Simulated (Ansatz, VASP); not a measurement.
Two plane-wave programs on Cd

The input INCAR:

```
SYSTEM = Cd
PREC = Accurate
ENCUT = 520
EDIFF = 1E-6
ISMEAR = -1
SIGMA = 0.1
LREAL = .FALSE.
LASPH = .TRUE.
NELM = 100
ALGO = Normal
ISIF = 2
LWAVE = .FALSE.
LCHARG = .FALSE.
GGA = RP
NBANDS = 32
```

The input KPOINTS:

```
regular mesh
0
G
  13 13 4
  0 0 0
```

File POSCAR:

```
Cd
1.0
    3.3751238401      0.0000000000      0.0000000000
   -1.6875619200      2.9229429864      0.0000000000
    0.0000000000      0.0000000000     11.0594230758
Cd
4
Direct
    0.0000000000      0.0000000000      0.0000000000
    0.0000000000      0.0000000000      0.5000000000
    0.3333333333      0.6666666667      0.2500000000
    0.6666666667      0.3333333333      0.7500000000
```

Input for Ansatz:

```yaml
crystal:
  lattice:
    - [3.3751238401, 0.0, 0.0]
    - [-1.68756192, 2.9229429864, 0.0]
    - [0.0, 0.0, 11.0594230758]
  atoms:
    - { symbol: Cd, position: [0.0, 0.0, 0.0] }
    - { symbol: Cd, position: [0.0, 0.0, 0.5] }
    - { symbol: Cd, position: [0.3333333333, 0.6666666667, 0.25] }
    - { symbol: Cd, position: [0.6666666667, 0.3333333333, 0.75] }
hamiltonian:
  xc: rpbe
  pseudopotentials:
    kind: paw
    azcp:
      Cd: "pseudopotentials/Cd.paw.azcp"
basis:
  ecutwfc: 420
  fft_grid_basis: typed
kpoints:
  mp_grid: { grid: [13, 13, 4], shift: [0, 0, 0] }
magnetization:
  spin_polarized: false
scf:
  occupations: { method: fermi_dirac, width: 0.1 }
  lower_state_search: "off"
output:
  stress: true
```

Alike in both runs: task single point; functional RPBE; k mesh 13 × 13 × 4; occupations fermi-dirac, width 0.1 eV; no spin polarisation.

```csv
,VASP,Ansatz
version,VASP 6.6.1,Ansatz 0.2.0
potentials or method,"VASP PAW PBE potentials, release 64 (Cd), cutoff 520 eV","plane waves (420 eV) with PAW, scalar-relativistic"
valence electrons in the cell,48,80
```

```csv
,VASP,Ansatz,Ansatz less VASP
pressure (GPa),-2.3,-2.4,-0.09
"traceless stress, the component that is largest in VASP (GPa)",-0.11,-0.11,+0.003
```

VASP's potentials were made for PBE, not for RPBE. VASP's potentials hold 48 valence electrons a cell and Ansatz's 80, so a difference there can come from the potentials and not from the codes.
